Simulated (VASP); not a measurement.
A run of VASP 6.6.1 is set up as follows.

File POSCAR:

```
Rb
1.0
    5.1740735833      0.0000000000      0.0000000000
   -2.5870367916      4.4808791642      0.0000000000
    0.0000000000      0.0000000000      8.5590639368
Rb
2
Direct
    0.3333333333      0.6666666667      0.2500000000
    0.6666666667      0.3333333333      0.7500000000
```

Contents of INCAR.step1:

```
SYSTEM = Rb
  PREC = Accurate
  ENCUT = 520
  ISMEAR = -1
  SIGMA = 0.1
  LREAL = .False.
  LASPH = .True.
  NELM = 100
  NBANDS = 16
  GGA = PE
  ALGO = Normal
  EDIFF = 1E-4
  LWAVE = .True.
  LCHARG = .False.
```

The input INCAR.step2:

```
SYSTEM = Rb
  PREC = Accurate
  ENCUT = 520
  EDIFF = 1E-6
  ISMEAR = -1
  SIGMA = 0.1
  LREAL = .False.
  LASPH = .True.
  NELM = 100
  ALGO = Normal
  ISIF = 2
  LWAVE = .False.
  LCHARG = .False.
  METAGGA = R2SCAN
  LMIXTAU = .True.
  NBANDS = 16
  ISTART = 1
```

File KPOINTS:

```
Automatic mesh
0
Gamma
  8 8 5
  0 0 0
```

Potentials or basis: VASP PAW PBE potentials, release 64 (Rb_sv).

Run with:

```bash
$ cat potpaw_PBE.64/Rb_sv/POTCAR > POTCAR
$ cp INCAR.step1 INCAR
$ mpirun -np 1 vasp_std > vasp.out
$ cp INCAR.step2 INCAR
$ mpirun -np 1 vasp_std > vasp.out
```

(1) Estimate the pressure.

(2) Predict the band gap on the k mesh.

Answers

(1) -0.1 GPa.

(2) zero (band 9 reaches 0.66 eV, above the bottom of band 10 at -1.18 eV).

Caveat: the PAW data sets were made with another functional, which shifts forces and pressure a little.
